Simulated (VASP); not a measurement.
# Mo (P6/mmm) in VASP: notebook

Mo is run at these levels: r2SCAN; tasks: single point.

All numbers are computed with VASP 6.6.1; they aren't measurements. Logs are shortened: lines on timing, memory, paths and dates and some standing lists are left out, and cuts for length are marked.

## 1. The cell of the first run

The structure is hexagonal, space group P6/mmm (No. 191). Conventional cell: a = 4.655 Å, b = 4.655 Å, c = 2.548 Å, α = 90.00°, β = 90.00°, γ = 120.00°. Mo (site symmetry 6/mmm) has 14 Mo at 2.55 to 2.97 Å within 3.4 Å. Mo (site symmetry -6m2) has 11 Mo at 2.55 to 2.97 Å within 3.4 Å.

This isn't the form of Mo at room conditions, which is bcc.

## 2. Single point, r2SCAN

Input file POSCAR:

```
Mo
1.0
    4.6551064452      0.0000000000      0.0000000000
   -2.3275532226      4.0314404388      0.0000000000
    0.0000000000      0.0000000000      2.5475617743
Mo
3
Direct
    0.0000000000      1.0000000000      1.0000000000
    0.3333333333      0.6666666667      0.5000000000
    0.6666666667      0.3333333333      0.5000000000
```

Input file INCAR.step1:

```
PREC = Accurate ; ENCUT = 520
ISMEAR = -1 ; SIGMA = 0.1
LREAL = False ; LASPH = True
NELM = 60 ; NBANDS = 28
GGA = PE ; ALGO = Normal
EDIFF = 1E-4 ; LWAVE = True
LCHARG = False
```

Input file INCAR.step2:

```
PREC = Accurate ; ENCUT = 520
EDIFF = 1E-6 ; ISMEAR = -1
SIGMA = 0.1 ; LREAL = False
LASPH = True ; NELM = 60
ALGO = Normal ; ISIF = 2
LWAVE = False ; LCHARG = False
METAGGA = R2SCAN ; LMIXTAU = True
NBANDS = 28 ; ISTART = 1
```

Input file KPOINTS:

```
regular mesh
0
Gamma
  8 8 11
```

Potentials or basis: VASP PAW PBE potentials, release 64 (Mo_sv).

Started as:

```bash
$ cat potpaw_PBE.64/Mo_sv/POTCAR > POTCAR
$ cp INCAR.step1 INCAR
$ mpirun -np 1 vasp_std > vasp.out
$ cp INCAR.step2 INCAR
$ mpirun -np 1 vasp_std > vasp.out
```

OUTCAR:

```text
PREC = Accurate
   ENCUT = 520
   EDIFF = 1E-6
   ISMEAR = -1
   LREAL = False
   LASPH = True
   NELM = 60
   ISIF = 2
   METAGGA = R2SCAN
   ISTART = 1

 ion  position               nearest neighbor table
   1  0.000  0.000  0.000-   2 2.97   3 2.97   2 2.97   3 2.97   2 2.97   2 2.97   3 2.97   3 2.97
                             3 2.97   3 2.97   2 2.97   2 2.97
   2  0.333  0.667  0.500-   3 2.69   3 2.69   3 2.69   1 2.97   1 2.97   1 2.97   1 2.97   1 2.97
                             1 2.97
   3  0.667  0.333  0.500-   2 2.69   2 2.69   2 2.69   1 2.97   1 2.97   1 2.97   1 2.97   1 2.97
                             1 2.97

  LATTYP: Found a hexagonal cell.
 ALAT       =     4.6551064452
 C/A-ratio  =     0.5472617660

  Lattice vectors:

 A1 = (   4.6551064452,   0.0000000000,   0.0000000000)
 A2 = (  -2.3275532226,   4.0314404388,   0.0000000000)
 A3 = (   0.0000000000,   0.0000000000,   2.5475617743)

Analysis of symmetry for initial positions (statically):
=====================================================================
 Subroutine PRICEL returns:
 Original cell was already a primitive cell.

 Routine SETGRP: Setting up the symmetry group for a
 hexagonal supercell.

 Subroutine GETGRP returns: Found 24 space group operations
 (whereof 24 operations were pure point group operations)
 out of a pool of 24 trial point group operations.

The static configuration has the point symmetry D_6h.

Analysis of symmetry for dynamics (positions and initial velocities):
=====================================================================
 Subroutine PRICEL returns:
 Original cell was already a primitive cell.

 Routine SETGRP: Setting up the symmetry group for a
 hexagonal supercell.

 Subroutine GETGRP returns: Found 24 space group operations
 (whereof 24 operations were pure point group operations)
 out of a pool of 24 trial point group operations.

The dynamic configuration has the point symmetry D_6h.

 Subroutine INISYM returns: Found 24 space group operations
 (whereof 24 operations are pure point group operations),
 and found     1 'primitive' translations

----------------------------------------------------------------------------------------

                                     Primitive cell

  volume of cell :      47.8095

  direct lattice vectors                    reciprocal lattice vectors
     4.655106445  0.000000000  0.000000000     0.214817859  0.124025149  0.000000000
    -2.327553223  4.031440439  0.000000000     0.000000000  0.248050297  0.000000000
     0.000000000  0.000000000  2.547561774     0.000000000  0.000000000  0.392532189

  length of vectors
     4.655106445  4.655106445  2.547561774     0.248050297  0.248050297  0.392532189

  position of ions in fractional coordinates (direct lattice)
     0.000000000  0.000000000  0.000000000
     0.333333333  0.666666667  0.500000000
     0.666666667  0.333333333  0.500000000

  ion indices of the primitive-cell ions
   primitive index   ion index
                 1           1
                 2           2
                 3           3

----------------------------------------------------------------------------------------

 KPOINTS: regular mesh

Automatic generation of k-mesh.
 Grid dimensions read from file:
 generate k-points for:    8    8   11

 Generating k-lattice:

  Cartesian coordinates                     Fractional coordinates (reciprocal lattice)
     0.026852232  0.015503144  0.000000000     0.125000000  0.000000000  0.000000000
     0.000000000  0.031006287  0.000000000     0.000000000  0.125000000  0.000000000
     0.000000000  0.000000000  0.035684744     0.000000000  0.000000000  0.090909091

  Length of vectors
     0.031006287  0.031006287  0.035684744

  Shift w.r.t. Gamma in fractional coordinates (k-lattice)
     0.000000000  0.000000000  0.000000000

 Subroutine IBZKPT returns following result:
 ===========================================

 Found     60 irreducible k-points:

 Following reciprocal coordinates:
            Coordinates               Weight
  0.000000  0.000000  0.000000      1.000000
  0.125000  0.000000  0.000000      6.000000
  0.250000  0.000000  0.000000      6.000000
  0.375000  0.000000  0.000000      6.000000
  0.500000  0.000000  0.000000      3.000000
  0.125000  0.125000  0.000000      6.000000
[... 16 lines left out ...]
  0.250000  0.000000  0.181818     12.000000
  0.375000  0.000000  0.181818     12.000000
 [... further k-points ...]
   k-points           NKPTS =     60   k-points in BZ     NKDIM =     60   number of bands    NBANDS=     28
   number of dos      NEDOS =    301   number of ions     NIONS =      3
   total plane-waves  NPLWV =  25920
   dimension x,y,z NGX =    36 NGY =   36 NGZ =   20
   dimension x,y,z NGXF=    72 NGYF=   72 NGZF=   40
   ions per type =               3
   NGX,Y,Z   is equivalent  to a cutoff of  12.86, 12.86, 13.05 a.u.
   NGXF,Y,Z  is equivalent  to a cutoff of  25.71, 25.71, 26.10 a.u.
 SYSTEM =  unknown system
   PREC   = accura    normal or accurate (medium, high low for compatibility)
   ISTART =      1    job   : 0-new  1-cont  2-samecut
   ICHARG =      0    charge: 1-file 2-atom 10-const
   ISPIN  =      1    spin polarized calculation?
   LNONCOLLINEAR =      F non collinear calculations
   LSORBIT =      F    spin-orbit coupling
   LASPH  =      T    aspherical Exc in radial PAW
   ENCUT  =  520.0 eV  38.22 Ry    6.18 a.u.   8.66  8.66  4.74*2*pi/ulx,y,z
   NELM   =     60;   NELMIN=  2; NELMDL=  0     # of ELM steps
   EDIFF  = 0.1E-05   stopping-criterion for ELM
   LREAL  =      F    real-space projection
   EDIFFG = 0.1E-04   stopping-criterion for IOM
   NSW    =      0    number of steps for IOM
   IBRION =     -1    ionic relax: 0-MD 1-quasi-New 2-CG
   NFREE  =      0    steps in history (QN), initial steepest desc. (CG)
   ISIF   =      2    stress and relaxation
   ISYM   =      2    0-nonsym 1-usesym 2-fastsym
   POTIM  = 0.5000    time-step for ionic-motion
   TEBEG  =    0.0;   TEEND  =   0.0 temperature during run
   PSTRESS=    0.0 pullay stress
   NELECT =      42.0000    total number of electrons
   NUPDOWN=      -1.0000    fix difference up-down
   EMIN   =  10.00;   EMAX   =-10.00  energy-range for DOS
   EFERMI =   0.00;   METHOD = LEGACY
   ISMEAR =    -1;   SIGMA  =   0.10  broadening in eV -4-tet -1-fermi 0-gaus
   EFERMI_NEDOS =   21; number of points for ismear=-14 and -15
   IALGO  =     38    algorithm
   IMIX   =      4    mixing-type and parameters
     AMIX     =   0.40;   BMIX     =  1.00
     AMIX_MAG =   1.60;   BMIX_MAG =  1.00
  volume/ion in A,a.u.               =      15.94       107.54
  Fermi-wavevector in a.u.,A,eV,Ry     =   1.567905  2.962911 33.447555  2.458326
  Thomas-Fermi vector in A             =   2.670015
   LORBIT       =      0    0 simple, 1 ext, 2 COOP (PROOUT), +10 PAW based schemes
   METAGGA = R2SCAN    functional components
   LHFCALC =     F    Hartree Fock is set to
   AEXX    =    0.0000 exact exchange contribution
   IVDW    =     0    specifies the selected vdW correction
   LEPSILON=     F    determine dielectric tensor
   LRPA    =     F    only Hartree local field effects (RPA)
 non-spin polarized calculation
  energy-cutoff  :      520.00
  volume of cell :       47.81
 maximum number of plane-waves:      1300
 NGX is ok and might be reduce to    36
   NGX = 17   NGY = 17   NGZ =  9

 number of electron      42.0000004 magnetization

 Free energy of the ion-electron system (eV)
  ---------------------------------------------------
  ext. energy  EPLUGINS =         0.00000000
  ---------------------------------------------------
  free energy    TOTEN  =       -76.95178644 eV

  energy without entropy =      -76.82059890  energy(sigma->0) =      -76.88619267

 E-fermi :  12.0652     XC(G=0): -14.4725

 val. band max:       12.0620165951   @ k =   0.1250   0.0000   0.3636
 cond. band min:      12.0674311795   @ k =   0.1250   0.1250   0.3636
 fundamental gap:      0.0054145844
 Fermi energy:        12.0652456227

 k-point     1 :       0.0000    0.0000    0.0000
  band No.  band energies     occupation
      1     -50.9523      2.00000
      2     -50.7331      2.00000
      3     -50.5663      2.00000
      4     -24.4304      2.00000
      5     -24.4304      2.00000
      6     -24.3669      2.00000
[... 20 lines left out ...]
     27      16.6142      0.00000
     28      16.6142      0.00000

 k-point     2 :       0.1250    0.0000    0.0000
  band No.  band energies     occupation
      1     -50.9448      2.00000
      2     -50.7332      2.00000
      3     -50.5740      2.00000
      4     -24.5515      2.00000
      5     -24.5200      2.00000
      6     -24.2338      2.00000
[... 20 lines left out ...]
     27      16.3607      0.00000
     28      16.5728      0.00000

 k-point     3 :       0.2500    0.0000    0.0000
  band No.  band energies     occupation
      1     -50.9262      2.00000
      2     -50.7316      2.00000
      3     -50.5953      2.00000
      4     -24.6707      2.00000
      5     -24.5375      2.00000
      6     -24.0813      2.00000
[... 20 lines left out ...]
     27      15.7356      0.00000
     28      16.4456      0.00000

 k-point     4 :       0.3750    0.0000    0.0000
  band No.  band energies     occupation
      1     -50.9066      2.00000
      2     -50.7246      2.00000
      3     -50.6229      2.00000
      4     -24.7485      2.00000
      5     -24.4461      2.00000
      6     -24.0530      2.00000
[... 578 lines left out ...]
     27      15.3169      0.00000
     28      15.6034      0.00000

 k-point    23 :       0.2500    0.0000    0.1818
  band No.  band energies     occupation
      1     -50.8430      2.00000
      2     -50.6631      2.00000
      3     -50.5213      2.00000
      4     -24.5554      2.00000
      5     -24.4452      2.00000
      6     -24.0349      2.00000
[... 20 lines left out ...]
     27      14.6837      0.00000
     28      15.6264      0.00000

 k-point    24 :       0.3750    0.0000    0.1818
  band No.  band energies     occupation
      1     -50.8279      2.00000
      2     -50.6514      2.00000
      3     -50.5488      2.00000
      4     -24.6249      2.00000
      5     -24.3795      2.00000
      6     -24.0856      2.00000
[... 20 lines left out ...]
     27      14.9034      0.00000
     28      15.9324      0.00000

 [... further k-points ...]

------------------------ aborting loop because EDIFF is reached ----------------------------------------

  FORCE on cell =-STRESS in cart. coord.  units (eV):
  Direction    XX          YY          ZZ          XY          YZ          ZX
  --------------------------------------------------------------------------------------
  -------------------------------------------------------------------------------------
  Total        0.2879261      0.2879261      0.4129056      0.0000000     -0.0000000      0.0000000
  in kB        9.6488844      9.6488844     13.8371521      0.0000000     -0.0000000      0.0000000
  external PRESSURE =      11.0449736 kB  Pullay stress =       0.0000000 kB

 VOLUME and BASIS-vectors are now :
 -----------------------------------------------------------------------------
  energy-cutoff  :      520.00
  volume of cell :       47.81
      direct lattice vectors                 reciprocal lattice vectors
     4.655106445  0.000000000  0.000000000     0.214817859  0.124025149  0.000000000
    -2.327553223  4.031440439  0.000000000     0.000000000  0.248050297  0.000000000
     0.000000000  0.000000000  2.547561774     0.000000000  0.000000000  0.392532189

 POSITION                                       TOTAL-FORCE (eV/Angst)
 -----------------------------------------------------------------------------------
      0.00000      0.00000      0.00000         0.000000      0.000000     -0.000000
     -0.00000      2.68763      1.27378        -0.000000      0.000000      0.000000
      2.32755      1.34381      1.27378         0.000000      0.000000     -0.000000
 -----------------------------------------------------------------------------------
    total drift:                                0.000000      0.000000     -0.000000

  FREE ENERGIE OF THE ION-ELECTRON SYSTEM (eV)
  ---------------------------------------------------
  free  energy   TOTEN  =       -76.9517864412 eV

  energy  without entropy=      -76.8205989020  energy(sigma->0) =      -76.88619267
```

Run time: 2.9 min. Hardware: 1 thread of Intel Xeon Platinum 8488C (Sapphire Rapids), shared host; peak memory 0.2 GiB.

What came out:

```yaml
Free_energy: -76.9518 eV
Pressure: 1.1 GPa
Band_gap_on_the_k_mesh: zero (bands 21 and 22 overlap by 1.54 eV)
```

Stress tensor (GPa, compression positive):
```
0.96 0.00 0.00
0.00 0.96 0.00
0.00 0.00 1.38
```

Caveat: the PAW data sets were made with another functional, which shifts forces and pressure a little.

[end of part 1 of 2]
